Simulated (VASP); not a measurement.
# ZrC (I4/mmm) in VASP: notebook

The runs below take ZrC through electric field gradients, with PBE.

Everything below comes from runs of VASP 6.6.1. Logs are shortened: lines on timing, memory, paths and dates and some standing lists are left out, and cuts for length are marked.

### 1 The cell of the first run

Symmetry: I4/mmm, No. 139, tetragonal system. The conventional cell has a = 3.224 Å, b = 3.224 Å, c = 4.700 Å, α = 90.00°, β = 90.00°, γ = 90.00°. Within 3.0 Å of Zr (site symmetry 4/mmm) lie 6 C at 2.28 to 2.35 Å. C (site symmetry 4/mmm) has 6 Zr at 2.28 to 2.35 Å within 3.0 Å.

### 2 Electric field gradients, PBE (equal xx and yy strain of -3 %)

INCAR reads:

```
SYSTEM = ZrC
  ALGO = Normal
  EDIFF = 1E-8
  ENCUT = 520
  GGA = PE
  ISIF = 2
  ISMEAR = -1
  LASPH = .TRUE.
  LCHARG = .FALSE.
  LEFG = .TRUE.
  LREAL = .FALSE.
  LWAVE = .FALSE.
  NBANDS = 15
  NELM = 100
  PREC = Accurate
  SIGMA = 0.05
```

KPOINTS reads:

```
k-points
0
G
  15 15 15
  0 0 0
```

POSCAR reads:

```
ZrC
1.0
    0.0000000000      2.2797037000      2.3502100000
    2.2797037000      0.0000000000      2.3502100000
    2.2797037000      2.2797037000      0.0000000000
Zr C
1 1
Direct
    0.5000000000      0.5000000000      0.5000000000
    0.0000000000      0.0000000000      0.0000000000
```

Potentials or basis: VASP PAW PBE potentials, release 64 (Zr_sv, C).

On the command line:

```bash
> cat potpaw_PBE.64/Zr_sv/POTCAR potpaw_PBE.64/C/POTCAR > POTCAR
> mpirun -np 1 vasp_std > vasp.out
```

OUTCAR:

```text
SYSTEM = ZrC
   EDIFF = 1E-8
   ENCUT = 520
   GGA = PE
   ISIF = 2
   ISMEAR = -1
   LASPH = .TRUE.
   LREAL = .FALSE.
   NELM = 100
   PREC = Accurate

 ion  position               nearest neighbor table
   1  0.500  0.500  0.500-   2 2.28   2 2.28   2 2.28   2 2.28   2 2.35   2 2.35
   2  0.000  0.000  0.000-   1 2.28   1 2.28   1 2.28   1 2.28   1 2.35   1 2.35

  LATTYP: Found a body centered tetragonal cell.
 ALAT       =     3.2239878907
 C/A-ratio  =     1.4579521262

  Lattice vectors:

 A1 = (  -2.2797037000,   0.0000000000,   2.3502100000)
 A2 = (   2.2797037000,   0.0000000000,   2.3502100000)
 A3 = (   0.0000000000,   2.2797037000,  -2.3502100000)

Analysis of symmetry for initial positions (statically):
=====================================================================
 Subroutine PRICEL returns:
 Original cell was already a primitive cell.

 Routine SETGRP: Setting up the symmetry group for a
 body centered tetragonal supercell.

 Subroutine GETGRP returns: Found 16 space group operations
 (whereof 16 operations were pure point group operations)
 out of a pool of 16 trial point group operations.

The static configuration has the point symmetry D_4h.

Analysis of symmetry for dynamics (positions and initial velocities):
=====================================================================
 Subroutine PRICEL returns:
 Original cell was already a primitive cell.

 Routine SETGRP: Setting up the symmetry group for a
 body centered tetragonal supercell.

 Subroutine GETGRP returns: Found 16 space group operations
 (whereof 16 operations were pure point group operations)
 out of a pool of 16 trial point group operations.

The dynamic configuration has the point symmetry D_4h.

 Subroutine INISYM returns: Found 16 space group operations
 (whereof 16 operations are pure point group operations),
 and found     1 'primitive' translations

----------------------------------------------------------------------------------------

                                     Primitive cell

  volume of cell :      24.4283

  direct lattice vectors                    reciprocal lattice vectors
     0.000000000  2.279703700  2.350210000    -0.219326748  0.219326748  0.212746946
     2.279703700  0.000000000  2.350210000     0.219326748 -0.219326748  0.212746946
     2.279703700  2.279703700  0.000000000     0.219326748  0.219326748 -0.212746946

  length of vectors
     3.274222962  3.274222962  3.223987891     0.376124591  0.376124591  0.376124591

  position of ions in fractional coordinates (direct lattice)
     0.500000000  0.500000000  0.500000000
     0.000000000  0.000000000  0.000000000

  ion indices of the primitive-cell ions
   primitive index   ion index
                 1           1
                 2           2

----------------------------------------------------------------------------------------

 KPOINTS: k-points

Automatic generation of k-mesh.
 Grid dimensions read from file:
 generate k-points for:   15   15   15

 Generating k-lattice:

  Cartesian coordinates                     Fractional coordinates (reciprocal lattice)
    -0.014621783  0.014621783  0.014183130     0.066666667  0.000000000  0.000000000
     0.014621783 -0.014621783  0.014183130     0.000000000  0.066666667  0.000000000
     0.014621783  0.014621783 -0.014183130    -0.000000000 -0.000000000  0.066666667

  Length of vectors
     0.025074973  0.025074973  0.025074973

  Shift w.r.t. Gamma in fractional coordinates (k-lattice)
     0.000000000  0.000000000  0.000000000

 Subroutine IBZKPT returns following result:
 ===========================================

 Found    288 irreducible k-points:

 Following reciprocal coordinates:
            Coordinates               Weight
  0.000000  0.000000  0.000000      1.000000
  0.066667  0.000000  0.000000      8.000000
  0.133333  0.000000  0.000000      8.000000
  0.200000  0.000000  0.000000      8.000000
  0.266667  0.000000  0.000000      8.000000
  0.333333  0.000000  0.000000      8.000000
[... 16 lines left out ...]
  0.133333  0.133333  0.000000      2.000000
  0.200000  0.133333  0.000000      8.000000
 [... further k-points ...]
   k-points           NKPTS =    288   k-points in BZ     NKDIM =    288   number of bands    NBANDS=     15
   number of dos      NEDOS =    301   number of ions     NIONS =      2
   total plane-waves  NPLWV =  13824
   dimension x,y,z NGX =    24 NGY =   24 NGZ =   24
   dimension x,y,z NGXF=    48 NGYF=   48 NGZF=   48
   ions per type =               1   1
   NGX,Y,Z   is equivalent  to a cutoff of  12.19, 12.19, 12.38 a.u.
   NGXF,Y,Z  is equivalent  to a cutoff of  24.37, 24.37, 24.75 a.u.
 SYSTEM =  ZrC
   PREC   = accura    normal or accurate (medium, high low for compatibility)
   ISTART =      0    job   : 0-new  1-cont  2-samecut
   ICHARG =      2    charge: 1-file 2-atom 10-const
   ISPIN  =      1    spin polarized calculation?
   LNONCOLLINEAR =      F non collinear calculations
   LSORBIT =      F    spin-orbit coupling
   LASPH  =      T    aspherical Exc in radial PAW
   ENCUT  =  520.0 eV  38.22 Ry    6.18 a.u.   6.09  6.09  5.99*2*pi/ulx,y,z
   NELM   =    100;   NELMIN=  2; NELMDL= -5     # of ELM steps
   EDIFF  = 0.1E-07   stopping-criterion for ELM
   LREAL  =      F    real-space projection
   EDIFFG = 0.1E-06   stopping-criterion for IOM
   NSW    =      0    number of steps for IOM
   IBRION =     -1    ionic relax: 0-MD 1-quasi-New 2-CG
   NFREE  =      0    steps in history (QN), initial steepest desc. (CG)
   ISIF   =      2    stress and relaxation
   ISYM   =      2    0-nonsym 1-usesym 2-fastsym
   POTIM  = 0.5000    time-step for ionic-motion
   TEBEG  =    0.0;   TEEND  =   0.0 temperature during run
   PSTRESS=    0.0 pullay stress
   NELECT =      16.0000    total number of electrons
   NUPDOWN=      -1.0000    fix difference up-down
   EMIN   =  10.00;   EMAX   =-10.00  energy-range for DOS
   EFERMI =   0.00;   METHOD = LEGACY
   ISMEAR =    -1;   SIGMA  =   0.05  broadening in eV -4-tet -1-fermi 0-gaus
   EFERMI_NEDOS =   21; number of points for ismear=-14 and -15
   IALGO  =     38    algorithm
   IMIX   =      4    mixing-type and parameters
     AMIX     =   0.40;   BMIX     =  1.00
     AMIX_MAG =   1.60;   BMIX_MAG =  1.00
  volume/ion in A,a.u.               =      12.21        82.43
  Fermi-wavevector in a.u.,A,eV,Ry     =   1.421730  2.686679 27.501660  2.021315
  Thomas-Fermi vector in A             =   2.542508
   LORBIT       =      0    0 simple, 1 ext, 2 COOP (PROOUT), +10 PAW based schemes
   GGA     = PE    functional components
   LHFCALC =     F    Hartree Fock is set to
   AEXX    =    0.0000 exact exchange contribution
   IVDW    =     0    specifies the selected vdW correction
   LEPSILON=     F    determine dielectric tensor
   LRPA    =     F    only Hartree local field effects (RPA)
 non-spin polarized calculation
  energy-cutoff  :      520.00
  volume of cell :       24.43
 maximum number of plane-waves:       670
   NGX = 13   NGY = 13   NGZ = 11

 number of electron      16.0000000 magnetization

 Free energy of the ion-electron system (eV)
  ---------------------------------------------------
  ext. energy  EPLUGINS =         0.00000000
  ---------------------------------------------------
  free energy    TOTEN  =       -19.35444449 eV

  energy without entropy =      -19.35225041  energy(sigma->0) =      -19.35334745

 E-fermi :  10.3440     XC(G=0): -12.4357

 val. band max:       10.3294043299   @ k =  -0.4667   0.4667   0.0000
 cond. band min:      10.3842353307   @ k =   0.1333   0.1333   0.0000
 fundamental gap:      0.0548310008
 Fermi energy:        10.3440082867

 k-point     1 :       0.0000    0.0000    0.0000
  band No.  band energies     occupation
      1     -37.5395      2.00000
      2     -15.2184      2.00000
      3     -15.1975      2.00000
      4     -15.1975      2.00000
      5      -1.1858      2.00000
      6      11.1578      0.00000
      7      11.2294      0.00000
      8      11.3416      0.00000
      9      11.3416      0.00000
     10      11.5567      0.00000
     11      11.5567      0.00000
     12      13.0811      0.00000
     13      13.5065      0.00000
     14      18.4218      0.00000
[... 401 lines left out ...]
      2     -15.5085      2.00000
      3     -15.2763      2.00000
      4     -15.2740      2.00000
      5      -0.3980      2.00000
      6       7.8264      2.00000
      7       9.6478      2.00000
      8      10.0170      1.99712
      9      10.8791      0.00004
     10      13.4454      0.00000
     11      13.7638      0.00000
     12      14.6089      0.00000
     13      16.7830      0.00000
     14      20.0145      0.00000
     15      23.1763      0.00000

 [... further k-points ...]

------------------------ aborting loop because EDIFF is reached ----------------------------------------

  FORCE on cell =-STRESS in cart. coord.  units (eV):
  Direction    XX          YY          ZZ          XY          YZ          ZX
  --------------------------------------------------------------------------------------
  -------------------------------------------------------------------------------------
  Total        3.3844331      3.3844331      1.2548251      0.0000000     -0.0000000      0.0000000
  in kB      221.9744746    221.9744746     82.3000913      0.0000000     -0.0000000      0.0000000
  external PRESSURE =     175.4163469 kB  Pullay stress =       0.0000000 kB

 VOLUME and BASIS-vectors are now :
 -----------------------------------------------------------------------------
  energy-cutoff  :      520.00
  volume of cell :       24.43
      direct lattice vectors                 reciprocal lattice vectors
     0.000000000  2.279703700  2.350210000    -0.219326748  0.219326748  0.212746946
     2.279703700  0.000000000  2.350210000     0.219326748 -0.219326748  0.212746946
     2.279703700  2.279703700  0.000000000     0.219326748  0.219326748 -0.212746946

 POSITION                                       TOTAL-FORCE (eV/Angst)
 -----------------------------------------------------------------------------------
      2.27970      2.27970      2.35021         0.000000     -0.000000      0.000000
      0.00000      0.00000      0.00000        -0.000000      0.000000      0.000000
 -----------------------------------------------------------------------------------
    total drift:                                0.000000     -0.000000      0.000000

  FREE ENERGIE OF THE ION-ELECTRON SYSTEM (eV)
  ---------------------------------------------------
  free  energy   TOTEN  =       -19.3544444906 eV

  energy  without entropy=      -19.3522504144  energy(sigma->0) =      -19.35334745

 Electric field gradients (V/A^2)
---------------------------------------------------------------------
 ion       V_xx      V_yy      V_zz      V_xy      V_xz      V_yz
---------------------------------------------------------------------
   1     -23.285   -23.285    46.570    -0.000    -0.000    -0.000
   2      -1.671    -1.671     3.343     0.001     0.000     0.000
---------------------------------------------------------------------

 Electric field gradients after diagonalization (V/A^2)
 (convention: |V_zz| > |V_xx| > |V_yy|)
----------------------------------------------------------------------
 ion       V_xx      V_yy      V_zz     asymmetry (V_yy - V_xx)/ V_zz
----------------------------------------------------------------------
   1     -23.285   -23.285    46.570       0.000
   2      -1.672    -1.671     3.343       0.000
----------------------------------------------------------------------

           NMR quadrupolar parameters

 Cq : quadrupolar parameter    Cq=e*Q*V_zz/h
 eta: asymmetry parameters     (V_yy - V_xx)/ V_zz
 Q  : nuclear electric quadrupole moment in mb (millibarn)
----------------------------------------------------------------------
 ion       Cq(MHz)       eta       Q (mb)
----------------------------------------------------------------------
   1       0.113       0.000       1.000
   2       0.008       0.000       1.000
----------------------------------------------------------------------
```

Wall time 2 min (1 thread of Intel Xeon 8259CL, shared host); peak memory 0.23 GiB.

What came out:

- Free energy: -19.3544 eV
- Pressure: 17.5 GPa
- Band gap on the k mesh: zero (bands 8 and 9 overlap by 1.40 eV)
- Largest electric field gradient by atom: Zr +46.6; C +3.3 V/Å²

Electric field gradients, principal values (V/Å²):
| atom | least | middle | greatest (by size) |
| --- | --- | --- | --- |
| 1 Zr | -23.285 | -23.285 | 46.570 |
| 2 C | -1.671 | -1.672 | 3.343 |

Caveat: the cell differs from its parent crystal (equal xx and yy strain of -3 %); the cell stands under pressure; without QUAD_EFG the Cq values of the log hold for a quadrupole moment of 1 mb, not for the nuclei.

(Part 1 of 2 ends here.)
